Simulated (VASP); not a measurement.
Set up this calculation in VASP 6.6.1, as the native input.

| Quantity | Value |
| --- | --- |
| Task | single point |
| Functional | PBE |
| Potentials or basis | VASP PAW PBE potentials, release 64 (Ga_d, Sn_d, Se) |
| Cutoff | 500 eV |
| k mesh | 3 × 3 × 2 |
| Occupations | gaussian, width 0.15 eV |
| Spin | no spin polarisation |
| Dipole correction | no |
| Further INCAR settings | ALGO = Normal; EDIFF = 1e-06; NBANDS = 41 |

The structure of Ga2SnSe4 lies in POSCAR:

```
Ga2SnSe4
1.0
    5.2495227315     -0.0000000030      0.0000000000
   -2.6247613631      4.5462200447      0.0000000000
    0.0000000000      0.0000000000      7.9836936046
Ga Sn Se
2 1 4
Direct
    0.3333333333      0.6666666667      0.5000000000
    0.6666666667      0.3333333333      0.5000000000
    0.0000000000      0.0000000000      0.0000000000
    0.3333333333      0.6666666667      0.1761545747
    0.3333333333      0.6666666667      0.8238454253
    0.6666666667      0.3333333333      0.8238454253
    0.6666666667      0.3333333333      0.1761545747
```

The cell was built from a structure type or drawn by symmetry, and may not be a known phase.

The input as run:

INCAR

```
SYSTEM = Ga2SnSe4
ALGO = Normal
EDIFF = 1E-6
ENCUT = 500
GGA = PE
GGA_COMPAT = .False.
ISIF = 2
ISMEAR = 0
LASPH = .True.
LCHARG = .True.
LELF = .True.
LREAL = .False.
LVHAR = .True.
LWAVE = .False.
NBANDS = 41
NELM = 120
PREC = Accurate
SIGMA = 0.15
```

KPOINTS

```
k-points
0
Gamma
  3 3 2
  0 0 0
```

Potentials or basis: VASP PAW PBE potentials, release 64 (Ga_d, Sn_d, Se).

Launch:

```sh
$ cat potpaw_PBE.64/Ga_d/POTCAR potpaw_PBE.64/Sn_d/POTCAR potpaw_PBE.64/Se/POTCAR > POTCAR
$ mpirun -np 1 vasp_std > vasp.out
```

Results of the run:

- Pressure: -0.5 GPa
- Largest force: 0.019 eV/Å
- Band gap on the k mesh: zero (bands 32 and 33 overlap by 1.53 eV)

Caveat: the k points lie up to 0.46 Å⁻¹ apart, too coarse for converged energies and pressures of a metal; spin-orbit coupling is left out, which moves the levels of the heavy elements.

Run time: 3.7 min on 1 thread of Intel Xeon 8259CL, with other jobs on the host, peak memory 0.31 GiB.
